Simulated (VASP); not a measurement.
# LaSb2Au (P4/nmm) in VASP: single point with LDA

Aim: the single point of LaSb2Au with LDA.

Everything below comes from runs of VASP 6.6.1. Logs are shortened: lines on timing, memory, paths and dates and some standing lists are left out, and cuts for length are marked.

### Step 1. The cell of the first run

It takes space group P4/nmm (No. 129, tetragonal). The conventional cell has a = 4.386 Å, b = 4.386 Å, c = 10.283 Å, α = 90.00°, β = 90.00°, γ = 90.00°. Within 4.4 Å of La (site symmetry 4mm) lie 9 Sb at 3.21 to 4.35 Å and 4 Au at 3.39 Å and 4 La at 4.39 Å. Within 3.7 Å of Sb (site symmetry 4mm) lie 4 Au at 2.82 Å and 4 La at 3.21 Å. Sb (site symmetry -4m2) has 8 Sb at 3.10 to 4.03 Å and 4 La at 3.37 Å within 4.1 Å. Within 3.7 Å of Au (site symmetry -4m2) lie 4 Sb at 2.82 Å and 4 Au at 3.10 Å and 4 La at 3.39 Å.

### Step 2. Single point, LDA

File INCAR:

```
PREC     = Accurate       # precision mode
ENCUT    = 500            # plane-wave cutoff, eV
EDIFF    = 1E-6           # SCF threshold, eV
ISMEAR   = 0              # smearing method
SIGMA    = 0.1            # smearing width, eV
LREAL    = False          # projectors in reciprocal space
LASPH    = True           # aspherical terms in the spheres
NELM     = 200            # most SCF steps
ALGO     = Normal         # electronic algorithm
ISIF     = 2              # what is computed and relaxed
LWAVE    = False          # write WAVECAR
LCHARG   = False          # write CHGCAR
NBANDS   = 42             # bands
GGA_COMPAT= False        
LMAXMIX  = 6              # l up to which the mixer works
```

File KPOINTS:

```
regular mesh
0
Gamma
  8 8 4
```

File POSCAR:

```
LaSb2Au
1.0
    4.3864660247      0.0000000000      0.0000000000
    0.0000000000      4.3864660247      0.0000000000
    0.0000000000      0.0000000000     10.2827631127
La Sb Au
2 4 2
Direct
    0.5000000000      0.0000000000      0.7482114546
    0.0000000000      0.5000000000      0.2517885454
    0.5000000000      0.0000000000      0.1716308913
    0.0000000000      0.5000000000      0.8283691087
    0.0000000000      0.0000000000      0.5000000000
    0.5000000000      0.5000000000      0.5000000000
    0.0000000000      0.0000000000      0.0000000000
    0.5000000000      0.5000000000      0.0000000000
```

Potentials or basis: VASP PAW LDA potentials, release 64 (La, Sb, Au).

Run with:

```sh
> cat potpaw_LDA.64/La/POTCAR potpaw_LDA.64/Sb/POTCAR potpaw_LDA.64/Au/POTCAR > POTCAR
> mpirun -np 1 vasp_std > vasp.out
```

OUTCAR:

```text
PREC = Accurate
   ENCUT = 500
   EDIFF = 1E-6
   ISMEAR = 0
   LREAL = False
   LASPH = True
   NELM = 200
   ISIF = 2

 ion  position               nearest neighbor table
   1  0.500  0.000  0.748-   4 3.21   4 3.21   4 3.21   4 3.21   6 3.37   6 3.37   5 3.37   5 3.37
                             7 3.39   8 3.39   7 3.39   8 3.39
   2  0.000  0.500  0.252-   3 3.21   3 3.21   3 3.21   3 3.21   5 3.37   6 3.37   6 3.37   5 3.37
                             7 3.39   8 3.39   8 3.39   7 3.39
   3  0.500  0.000  0.172-   7 2.82   8 2.82   8 2.82   7 2.82   2 3.21   2 3.21   2 3.21   2 3.21

   4  0.000  0.500  0.828-   7 2.82   8 2.82   7 2.82   8 2.82   1 3.21   1 3.21   1 3.21   1 3.21

   5  0.000  0.000  0.500-   6 3.10   6 3.10   6 3.10   6 3.10   2 3.37   1 3.37   1 3.37   2 3.37

   6  0.500  0.500  0.500-   5 3.10   5 3.10   5 3.10   5 3.10   2 3.37   2 3.37   1 3.37   1 3.37

   7  0.000  0.000  0.000-   3 2.82   4 2.82   4 2.82   3 2.82   8 3.10   8 3.10   8 3.10   8 3.10
                             1 3.39   2 3.39   2 3.39   1 3.39
   8  0.500  0.500  0.000-   3 2.82   4 2.82   3 2.82   4 2.82   7 3.10   7 3.10   7 3.10   7 3.10
                             2 3.39   1 3.39   2 3.39   1 3.39

  LATTYP: Found a simple tetragonal cell.
 ALAT       =     4.3864660247
 C/A-ratio  =     2.3442021561

  Lattice vectors:

 A1 = (   4.3864660247,   0.0000000000,   0.0000000000)
 A2 = (   0.0000000000,   4.3864660247,   0.0000000000)
 A3 = (   0.0000000000,   0.0000000000,  10.2827631127)

Analysis of symmetry for initial positions (statically):
=====================================================================
 Subroutine PRICEL returns:
 Original cell was already a primitive cell.

 Routine SETGRP: Setting up the symmetry group for a
 simple tetragonal supercell.

 Subroutine GETGRP returns: Found 16 space group operations
 (whereof  8 operations were pure point group operations)
 out of a pool of 16 trial point group operations.

The static configuration has the point symmetry D_2d.
 The point group associated with its full space group is D_4h.

Analysis of symmetry for dynamics (positions and initial velocities):
=====================================================================
 Subroutine PRICEL returns:
 Original cell was already a primitive cell.

 Routine SETGRP: Setting up the symmetry group for a
 simple tetragonal supercell.

 Subroutine GETGRP returns: Found 16 space group operations
 (whereof  8 operations were pure point group operations)
 out of a pool of 16 trial point group operations.

The dynamic configuration has the point symmetry D_2d.
 The point group associated with its full space group is D_4h.

 Subroutine INISYM returns: Found 16 space group operations
 (whereof  8 operations are pure point group operations),
 and found     1 'primitive' translations

----------------------------------------------------------------------------------------

                                     Primitive cell

  volume of cell :     197.8515

  direct lattice vectors                    reciprocal lattice vectors
     4.386466025  0.000000000  0.000000000     0.227973953  0.000000000  0.000000000
     0.000000000  4.386466025  0.000000000     0.000000000  0.227973953  0.000000000
     0.000000000  0.000000000 10.282763113     0.000000000  0.000000000  0.097250125

  length of vectors
     4.386466025  4.386466025 10.282763113     0.227973953  0.227973953  0.097250125

  position of ions in fractional coordinates (direct lattice)
     0.500000000  0.000000000  0.748211455
     0.000000000  0.500000000  0.251788545
     0.500000000  0.000000000  0.171630891
     0.000000000  0.500000000  0.828369109
     0.000000000  0.000000000  0.500000000
     0.500000000  0.500000000  0.500000000
     0.000000000  0.000000000  0.000000000
     0.500000000  0.500000000  0.000000000

  ion indices of the primitive-cell ions
   primitive index   ion index
                 1           1
                 2           2
                 3           3
                 4           4
                 5           5
                 6           6
                 7           7
                 8           8

----------------------------------------------------------------------------------------

 KPOINTS: regular mesh

Automatic generation of k-mesh.
 Grid dimensions read from file:
 generate k-points for:    8    8    4

 Generating k-lattice:

  Cartesian coordinates                     Fractional coordinates (reciprocal lattice)
     0.028496744  0.000000000  0.000000000     0.125000000  0.000000000  0.000000000
     0.000000000  0.028496744  0.000000000     0.000000000  0.125000000  0.000000000
     0.000000000  0.000000000  0.024312531     0.000000000  0.000000000  0.250000000

  Length of vectors
     0.028496744  0.028496744  0.024312531

  Shift w.r.t. Gamma in fractional coordinates (k-lattice)
     0.000000000  0.000000000  0.000000000

 Subroutine IBZKPT returns following result:
 ===========================================

 Found     45 irreducible k-points:

 Following reciprocal coordinates:
            Coordinates               Weight
  0.000000  0.000000  0.000000      1.000000
  0.125000  0.000000  0.000000      4.000000
  0.250000  0.000000  0.000000      4.000000
  0.375000  0.000000  0.000000      4.000000
  0.500000  0.000000  0.000000      2.000000
  0.125000  0.125000  0.000000      4.000000
[... 16 lines left out ...]
  0.375000  0.125000  0.250000     16.000000
  0.500000  0.125000  0.250000      8.000000
 [... further k-points ...]
   k-points           NKPTS =     45   k-points in BZ     NKDIM =     45   number of bands    NBANDS=     42
   number of dos      NEDOS =    301   number of ions     NIONS =      8
   total plane-waves  NPLWV =  81920
   dimension x,y,z NGX =    32 NGY =   32 NGZ =   80
   dimension x,y,z NGXF=    64 NGYF=   64 NGZF=  160
   ions per type =               2   4   2
   NGX,Y,Z   is equivalent  to a cutoff of  12.13, 12.13, 12.93 a.u.
   NGXF,Y,Z  is equivalent  to a cutoff of  24.26, 24.26, 25.87 a.u.
 SYSTEM =  unknown system
   PREC   = accura    normal or accurate (medium, high low for compatibility)
   ISTART =      0    job   : 0-new  1-cont  2-samecut
   ICHARG =      2    charge: 1-file 2-atom 10-const
   ISPIN  =      1    spin polarized calculation?
   LNONCOLLINEAR =      F non collinear calculations
   LSORBIT =      F    spin-orbit coupling
   LASPH  =      T    aspherical Exc in radial PAW
   ENCUT  =  500.0 eV  36.75 Ry    6.06 a.u.   8.00  8.00 18.75*2*pi/ulx,y,z
   NELM   =    200;   NELMIN=  2; NELMDL= -5     # of ELM steps
   EDIFF  = 0.1E-05   stopping-criterion for ELM
   LREAL  =      F    real-space projection
   EDIFFG = 0.1E-04   stopping-criterion for IOM
   NSW    =      0    number of steps for IOM
   IBRION =     -1    ionic relax: 0-MD 1-quasi-New 2-CG
   NFREE  =      0    steps in history (QN), initial steepest desc. (CG)
   ISIF   =      2    stress and relaxation
   ISYM   =      2    0-nonsym 1-usesym 2-fastsym
   POTIM  = 0.5000    time-step for ionic-motion
   TEBEG  =    0.0;   TEEND  =   0.0 temperature during run
   PSTRESS=    0.0 pullay stress
   NELECT =      64.0000    total number of electrons
   NUPDOWN=      -1.0000    fix difference up-down
   EMIN   =  10.00;   EMAX   =-10.00  energy-range for DOS
   EFERMI =   0.00;   METHOD = LEGACY
   ISMEAR =     0;   SIGMA  =   0.10  broadening in eV -4-tet -1-fermi 0-gaus
   EFERMI_NEDOS =   21; number of points for ismear=-14 and -15
   IALGO  =     38    algorithm
   IMIX   =      4    mixing-type and parameters
     AMIX     =   0.40;   BMIX     =  1.00
     AMIX_MAG =   1.60;   BMIX_MAG =  1.00
  volume/ion in A,a.u.               =      24.73       166.90
  Fermi-wavevector in a.u.,A,eV,Ry     =   1.123798  2.123671 17.183105  1.262923
  Thomas-Fermi vector in A             =   2.260467
   LORBIT       =      0    0 simple, 1 ext, 2 COOP (PROOUT), +10 PAW based schemes
   GGA     = CA    functional components
   LHFCALC =     F    Hartree Fock is set to
   AEXX    =    0.0000 exact exchange contribution
   IVDW    =     0    specifies the selected vdW correction
   LEPSILON=     F    determine dielectric tensor
   LRPA    =     F    only Hartree local field effects (RPA)
 non-spin polarized calculation
 Gauss-broadening in eV      SIGMA  =   0.10
  energy-cutoff  :      500.00
  volume of cell :      197.85
 maximum number of plane-waves:      5080
 NGX is ok and might be reduce to    32
   NGX = 15   NGY = 15   NGZ = 37

 number of electron      63.9999991 magnetization

 Free energy of the ion-electron system (eV)
  ---------------------------------------------------
  ext. energy  EPLUGINS =         0.00000000
  ---------------------------------------------------
  free energy    TOTEN  =       -45.82705832 eV

  energy without entropy =      -45.81526462  energy(sigma->0) =      -45.82116147

 E-fermi :   9.0878     XC(G=0): -10.9350

 val. band max:        9.0674568127   @ k =   0.0000   0.0000   0.0000
 cond. band min:       9.0999407532   @ k =   0.3750   0.1250   0.0000
 fundamental gap:      0.0324839405
 Fermi energy:         9.0878225148

 k-point     1 :       0.0000    0.0000    0.0000
  band No.  band energies     occupation
      1     -23.2048      2.00000
      2     -23.2031      2.00000
      3      -7.2693      2.00000
      4      -7.1205      2.00000
      5      -7.0044      2.00000
      6      -7.0044      2.00000
[... 34 lines left out ...]
     41      11.2237      0.00000
     42      11.2771      0.00000

 k-point     2 :       0.1250    0.0000    0.0000
  band No.  band energies     occupation
      1     -23.2028      2.00000
      2     -23.2013      2.00000
      3      -7.2526      2.00000
      4      -7.1178      2.00000
      5      -7.0606      2.00000
      6      -7.0572      2.00000
[... 979 lines left out ...]
     41      11.2840      0.00000
     42      11.3496      0.00000

 k-point    24 :       0.5000    0.1250    0.2500
  band No.  band energies     occupation
      1     -23.1890      2.00000
      2     -23.1890      2.00000
      3      -7.3457      2.00000
      4      -7.3457      2.00000
      5      -7.1100      2.00000
      6      -7.1100      2.00000
[... 34 lines left out ...]
     41      11.3180      0.00000
     42      11.3632      0.00000

 [... further k-points ...]

------------------------ aborting loop because EDIFF is reached ----------------------------------------

  FORCE on cell =-STRESS in cart. coord.  units (eV):
  Direction    XX          YY          ZZ          XY          YZ          ZX
  --------------------------------------------------------------------------------------
  -------------------------------------------------------------------------------------
  Total        0.1935652      0.1935652      0.1807795      0.0000000      0.0000000     -0.0000000
  in kB        1.5674675      1.5674675      1.4639305      0.0000000      0.0000000     -0.0000000
  external PRESSURE =       1.5329551 kB  Pullay stress =       0.0000000 kB

 VOLUME and BASIS-vectors are now :
 -----------------------------------------------------------------------------
  energy-cutoff  :      500.00
  volume of cell :      197.85
      direct lattice vectors                 reciprocal lattice vectors
     4.386466025  0.000000000  0.000000000     0.227973953  0.000000000  0.000000000
     0.000000000  4.386466025  0.000000000     0.000000000  0.227973953  0.000000000
     0.000000000  0.000000000 10.282763113     0.000000000  0.000000000  0.097250125

 POSITION                                       TOTAL-FORCE (eV/Angst)
 -----------------------------------------------------------------------------------
      2.19323      0.00000      7.69368        -0.000000     -0.000000     -0.019451
      0.00000      2.19323      2.58908        -0.000000     -0.000000      0.019451
      2.19323      0.00000      1.76484        -0.000000      0.000000      0.033826
      0.00000      2.19323      8.51792         0.000000     -0.000000     -0.033826
      0.00000      0.00000      5.14138        -0.000000     -0.000000      0.000000
      2.19323      2.19323      5.14138        -0.000000      0.000000      0.000000
      0.00000      0.00000      0.00000        -0.000000     -0.000000      0.000000
      2.19323      2.19323      0.00000        -0.000000     -0.000000      0.000000
 -----------------------------------------------------------------------------------
    total drift:                                0.000000     -0.000000     -0.000000

  FREE ENERGIE OF THE ION-ELECTRON SYSTEM (eV)
  ---------------------------------------------------
  free  energy   TOTEN  =       -45.8270583233 eV

  energy  without entropy=      -45.8152646240  energy(sigma->0) =      -45.82116147
```

Run time: 7.3 min. Hardware: 1 thread of Intel Xeon 8259CL, shared host; peak memory 0.47 GiB.

Results:

```
Free energy            : -45.8271 eV
Pressure               : 0.2 GPa
Largest force          : 0.034 eV/Å
Band gap on the k mesh : zero (bands 32 and 33 overlap by 0.92 eV)
```

Forces in eV/Å, atoms in the order of the input:
```
La   0.000  0.000 -0.019
La   0.000  0.000  0.019
Sb   0.000  0.000  0.034
Sb   0.000  0.000 -0.034
Sb   0.000  0.000  0.000
Sb   0.000  0.000  0.000
Au   0.000  0.000  0.000
Au   0.000  0.000  0.000
```

Caveat: spin-orbit coupling is left out, which moves the levels of the heavy elements.

The gap in the log of VASP goes by the Fermi energy; the results here count the filled bands.